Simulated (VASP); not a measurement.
# BaTiO3 (P4/mmm) in VASP: further runs, part 2 of 2

VASP 6.6.1. Earlier steps stand in the parts before.

## Step 3: Single point, PBE (strain +0.080 along x and y, +0.000 along z)

Contents of INCAR:

```
SYSTEM = BaTiO3
  ALGO = Normal
  EDIFF = 1E-6
  ENCUT = 520
  GGA = PE
  ISIF = 2
  ISMEAR = 0
  LASPH = .TRUE.
  LCHARG = .FALSE.
  LREAL = .FALSE.
  LWAVE = .FALSE.
  NBANDS = 28
  NELM = 100
  PREC = Accurate
  SIGMA = 0.05
```

Contents of KPOINTS:

```
k-points
0
G
  8 8 8
  0 0 0
```

Contents of POSCAR:

```
BaTiO3
1.0
    4.3407704104      0.0000000000      0.0000000000
    0.0000000000      4.3407704104      0.0000000000
    0.0000000000      0.0000000000      4.0192813204
Ba Ti O
1 1 3
Direct
    0.0000000000      0.0000000000      0.0000000000
    0.5000000000      0.5000000000      0.5000000000
    0.5000000000      0.5000000000      0.0000000000
    0.5000000000      0.0000000000      0.5000000000
    0.0000000000      0.5000000000      0.5000000000
```

Potentials or basis: VASP PAW PBE potentials, release 64 (Ba_sv, Ti_sv, O).

On the command line:

```
> cat potpaw_PBE.64/Ba_sv/POTCAR potpaw_PBE.64/Ti_sv/POTCAR potpaw_PBE.64/O/POTCAR > POTCAR
> mpirun -np 1 vasp_std > vasp.out
```

OUTCAR:

```text
SYSTEM = BaTiO3
   EDIFF = 1E-6
   ENCUT = 520
   GGA = PE
   ISIF = 2
   ISMEAR = 0
   LASPH = .TRUE.
   LREAL = .FALSE.
   NELM = 100
   PREC = Accurate

 ion  position               nearest neighbor table
   1  0.000  0.000  0.000-   4 2.96   5 2.96   4 2.96   5 2.96   5 2.96   5 2.96   4 2.96   4 2.96
                             3 3.07   3 3.07   3 3.07   3 3.07   2 3.67   2 3.67   2 3.67   2 3.67
   2  0.500  0.500  0.500-   3 2.01   3 2.01   5 2.17   4 2.17   4 2.17   5 2.17   1 3.67   1 3.67
                             1 3.67   1 3.67   1 3.67   1 3.67   1 3.67   1 3.67
   3  0.500  0.500  0.000-   2 2.01   2 2.01   1 3.07   1 3.07   1 3.07   1 3.07
   4  0.500  0.000  0.500-   2 2.17   2 2.17   1 2.96   1 2.96   1 2.96   1 2.96
   5  0.000  0.500  0.500-   2 2.17   2 2.17   1 2.96   1 2.96   1 2.96   1 2.96

  LATTYP: Found a simple tetragonal cell.
 ALAT       =     4.3407704104
 C/A-ratio  =     0.9259373200

  Lattice vectors:

 A1 = (   4.3407704104,   0.0000000000,   0.0000000000)
 A2 = (   0.0000000000,   4.3407704104,   0.0000000000)
 A3 = (   0.0000000000,   0.0000000000,   4.0192813204)

Analysis of symmetry for initial positions (statically):
=====================================================================
 Subroutine PRICEL returns:
 Original cell was already a primitive cell.

 Routine SETGRP: Setting up the symmetry group for a
 simple tetragonal supercell.

 Subroutine GETGRP returns: Found 16 space group operations
 (whereof 16 operations were pure point group operations)
 out of a pool of 16 trial point group operations.

The static configuration has the point symmetry D_4h.

Analysis of symmetry for dynamics (positions and initial velocities):
=====================================================================
 Subroutine PRICEL returns:
 Original cell was already a primitive cell.

 Routine SETGRP: Setting up the symmetry group for a
 simple tetragonal supercell.

 Subroutine GETGRP returns: Found 16 space group operations
 (whereof 16 operations were pure point group operations)
 out of a pool of 16 trial point group operations.

The dynamic configuration has the point symmetry D_4h.

 Subroutine INISYM returns: Found 16 space group operations
 (whereof 16 operations are pure point group operations),
 and found     1 'primitive' translations

----------------------------------------------------------------------------------------

                                     Primitive cell

  volume of cell :      75.7325

  direct lattice vectors                    reciprocal lattice vectors
     4.340770410  0.000000000  0.000000000     0.230373852  0.000000000  0.000000000
     0.000000000  4.340770410  0.000000000     0.000000000  0.230373852  0.000000000
     0.000000000  0.000000000  4.019281320     0.000000000  0.000000000  0.248800699

  length of vectors
     4.340770410  4.340770410  4.019281320     0.230373852  0.230373852  0.248800699

  position of ions in fractional coordinates (direct lattice)
     0.000000000  0.000000000  0.000000000
     0.500000000  0.500000000  0.500000000
     0.500000000  0.500000000  0.000000000
     0.500000000  0.000000000  0.500000000
     0.000000000  0.500000000  0.500000000

  ion indices of the primitive-cell ions
   primitive index   ion index
[... 33 lines left out ...]
            Coordinates               Weight
  0.000000  0.000000  0.000000      1.000000
  0.125000  0.000000  0.000000      4.000000
  0.250000  0.000000  0.000000      4.000000
  0.375000  0.000000  0.000000      4.000000
  0.500000  0.000000  0.000000      2.000000
  0.125000  0.125000  0.000000      4.000000
[... 16 lines left out ...]
  0.375000  0.125000  0.125000     16.000000
  0.500000  0.125000  0.125000      8.000000
 [... further k-points ...]
   k-points           NKPTS =     75   k-points in BZ     NKDIM =     75   number of bands    NBANDS=     28
   number of dos      NEDOS =    301   number of ions     NIONS =      5
   total plane-waves  NPLWV =  30720
   dimension x,y,z NGX =    32 NGY =   32 NGZ =   30
   dimension x,y,z NGXF=    64 NGYF=   64 NGZF=   60
   ions per type =               1   1   3
   NGX,Y,Z   is equivalent  to a cutoff of  12.26, 12.26, 12.41 a.u.
   NGXF,Y,Z  is equivalent  to a cutoff of  24.51, 24.51, 24.82 a.u.
 SYSTEM =  BaTiO3
   PREC   = accura    normal or accurate (medium, high low for compatibility)
   ISTART =      0    job   : 0-new  1-cont  2-samecut
   ICHARG =      2    charge: 1-file 2-atom 10-const
   ISPIN  =      1    spin polarized calculation?
   LNONCOLLINEAR =      F non collinear calculations
   LSORBIT =      F    spin-orbit coupling
   LASPH  =      T    aspherical Exc in radial PAW
   ENCUT  =  520.0 eV  38.22 Ry    6.18 a.u.   8.07  8.07  7.47*2*pi/ulx,y,z
   NELM   =    100;   NELMIN=  2; NELMDL= -5     # of ELM steps
   EDIFF  = 0.1E-05   stopping-criterion for ELM
   LREAL  =      F    real-space projection
   EDIFFG = 0.1E-04   stopping-criterion for IOM
   NSW    =      0    number of steps for IOM
   IBRION =     -1    ionic relax: 0-MD 1-quasi-New 2-CG
   NFREE  =      0    steps in history (QN), initial steepest desc. (CG)
   ISIF   =      2    stress and relaxation
   ISYM   =      2    0-nonsym 1-usesym 2-fastsym
   POTIM  = 0.5000    time-step for ionic-motion
   TEBEG  =    0.0;   TEEND  =   0.0 temperature during run
   PSTRESS=    0.0 pullay stress
   NELECT =      40.0000    total number of electrons
   NUPDOWN=      -1.0000    fix difference up-down
   EMIN   =  10.00;   EMAX   =-10.00  energy-range for DOS
   EFERMI =   0.00;   METHOD = LEGACY
   ISMEAR =     0;   SIGMA  =   0.05  broadening in eV -4-tet -1-fermi 0-gaus
   EFERMI_NEDOS =   21; number of points for ismear=-14 and -15
   IALGO  =     38    algorithm
   IMIX   =      4    mixing-type and parameters
     AMIX     =   0.40;   BMIX     =  1.00
     AMIX_MAG =   1.60;   BMIX_MAG =  1.00
  volume/ion in A,a.u.               =      15.15       102.21
  Fermi-wavevector in a.u.,A,eV,Ry     =   1.323328  2.500727 23.826480  1.751197
  Thomas-Fermi vector in A             =   2.452944
   LORBIT       =      0    0 simple, 1 ext, 2 COOP (PROOUT), +10 PAW based schemes
   GGA     = PE    functional components
   LHFCALC =     F    Hartree Fock is set to
   AEXX    =    0.0000 exact exchange contribution
   IVDW    =     0    specifies the selected vdW correction
   LEPSILON=     F    determine dielectric tensor
   LRPA    =     F    only Hartree local field effects (RPA)
 non-spin polarized calculation
 Gauss-broadening in eV      SIGMA  =   0.05
  energy-cutoff  :      520.00
  volume of cell :       75.73
 maximum number of plane-waves:      2070
   NGX = 17   NGY = 17   NGZ = 15

 number of electron      39.9999982 magnetization

 Free energy of the ion-electron system (eV)
  ---------------------------------------------------
  ext. energy  EPLUGINS =         0.00000000
  ---------------------------------------------------
  free energy    TOTEN  =       -39.30780891 eV

  energy without entropy =      -39.30780891  energy(sigma->0) =      -39.30780891

 E-fermi :   3.0841     XC(G=0): -10.4026

 val. band max:        2.6836645857   @ k =   0.5000   0.5000   0.5000
 cond. band min:       3.9847865121   @ k =   0.0000   0.0000   0.0000
 fundamental gap:      1.3011219263
 Fermi energy:         3.0841016144

 k-point     1 :       0.0000    0.0000    0.0000
  band No.  band energies     occupation
      1     -54.6242      2.00000
      2     -30.7772      2.00000
      3     -30.7772      2.00000
      4     -30.7626      2.00000
      5     -22.6507      2.00000
      6     -14.0231      2.00000
[... 733 lines left out ...]
     27       9.6696      0.00000
     28      10.4366      0.00000

 [... further k-points ...]

------------------------ aborting loop because EDIFF is reached ----------------------------------------

  FORCE on cell =-STRESS in cart. coord.  units (eV):
  Direction    XX          YY          ZZ          XY          YZ          ZX
  --------------------------------------------------------------------------------------
  -------------------------------------------------------------------------------------
  Total       -8.6745571     -8.6745571     -5.1191237      0.0000000      0.0000000      0.0000000
  in kB     -183.5168117   -183.5168117   -108.2989319      0.0000000      0.0000000      0.0000000
  external PRESSURE =    -158.4441851 kB  Pullay stress =       0.0000000 kB

 VOLUME and BASIS-vectors are now :
 -----------------------------------------------------------------------------
  energy-cutoff  :      520.00
  volume of cell :       75.73
      direct lattice vectors                 reciprocal lattice vectors
     4.340770410  0.000000000  0.000000000     0.230373852  0.000000000  0.000000000
     0.000000000  4.340770410  0.000000000     0.000000000  0.230373852  0.000000000
     0.000000000  0.000000000  4.019281320     0.000000000  0.000000000  0.248800699

 POSITION                                       TOTAL-FORCE (eV/Angst)
 -----------------------------------------------------------------------------------
      0.00000      0.00000      0.00000         0.000000      0.000000      0.000000
      2.17039      2.17039      2.00964         0.000000      0.000000      0.000000
      2.17039      2.17039      0.00000         0.000000      0.000000      0.000000
      2.17039      0.00000      2.00964         0.000000      0.000000      0.000000
      0.00000      2.17039      2.00964         0.000000      0.000000      0.000000
 -----------------------------------------------------------------------------------
    total drift:                                0.000000     -0.000000     -0.000000

  FREE ENERGIE OF THE ION-ELECTRON SYSTEM (eV)
  ---------------------------------------------------
  free  energy   TOTEN  =       -39.3078089123 eV

  energy  without entropy=      -39.3078089123  energy(sigma->0) =      -39.30780891
```

OSZICAR:

```text
N       E                     dE             d eps       ncg     rms          rms(c)
DAV:   1     0.424269704860E+03    0.42427E+03   -0.20583E+04  4200   0.150E+03
DAV:   2    -0.391155040301E+01   -0.42818E+03   -0.40873E+03  4844   0.413E+02
DAV:   3    -0.488363626636E+02   -0.44925E+02   -0.44550E+02  5896   0.132E+02
DAV:   4    -0.510095046481E+02   -0.21731E+01   -0.21677E+01  6404   0.249E+01
DAV:   5    -0.510985648643E+02   -0.89060E-01   -0.89047E-01  5780   0.341E+00    0.207E+01
DAV:   6    -0.401348585718E+02    0.10964E+02   -0.66104E+01  6020   0.596E+01    0.122E+01
DAV:   7    -0.399243110077E+02    0.21055E+00   -0.19498E+01  5808   0.301E+01    0.640E+00
DAV:   8    -0.396450344550E+02    0.27928E+00   -0.67291E-01  5000   0.546E+00    0.478E+00
DAV:   9    -0.394958700403E+02    0.14916E+00   -0.26604E+00  5780   0.124E+01    0.421E+00
DAV:  10    -0.393103075766E+02    0.18556E+00   -0.75536E-01  5452   0.603E+00    0.664E-01
DAV:  11    -0.393144736304E+02   -0.41661E-02   -0.23024E-02  4988   0.113E+00    0.632E-01
DAV:  12    -0.393086052844E+02    0.58683E-02   -0.10711E-02  5096   0.807E-01    0.250E-01
DAV:  13    -0.393084962045E+02    0.10908E-03   -0.89485E-03  5960   0.691E-01    0.215E-01
DAV:  14    -0.393078969553E+02    0.59925E-03   -0.11881E-03  5272   0.282E-01    0.806E-02
DAV:  15    -0.393078233240E+02    0.73631E-04   -0.21695E-04  6384   0.930E-02    0.289E-02
DAV:  16    -0.393078093703E+02    0.13954E-04   -0.31932E-05  5740   0.405E-02    0.820E-03
DAV:  17    -0.393078090910E+02    0.27930E-06   -0.11412E-05  5692   0.207E-02    0.644E-03
DAV:  18    -0.393078089123E+02    0.17874E-06   -0.59687E-07  2688   0.558E-03
   1 F= -.39307809E+02 E0= -.39307809E+02  d E =-.153992E-31
```

stdout:

```text
POSCAR found type information on POSCAR BaTiO
 POSCAR found :  3 types and       5 ions
 scaLAPACK will be used
 LDA part: xc-table for (Slater+PW92), standard interpolation
 POSCAR, INCAR and KPOINTS ok, starting setup
 FFT: planning ... GRIDC
 FFT: planning ... GRID_SOFT
 FFT: planning ... GRID
 WAVECAR not read
 entering main loop
```

Run time: 59 s. Hardware: 1 thread of Intel Xeon 6975P-C (Granite Rapids), shared host; peak memory 0.29 GiB.

What came out:

| Quantity | Value |
| --- | --- |
| Free energy | -39.3078 eV |
| Pressure | -15.8 GPa |
| Band gap on the k mesh | 1.30 eV (least direct gap 1.55 eV) |

Caveat: the cell differs from its parent crystal (strain +0.080 along x and y, +0.000 along z); the cell stands under tension; spin-orbit coupling is left out, which moves the levels of the heavy elements.
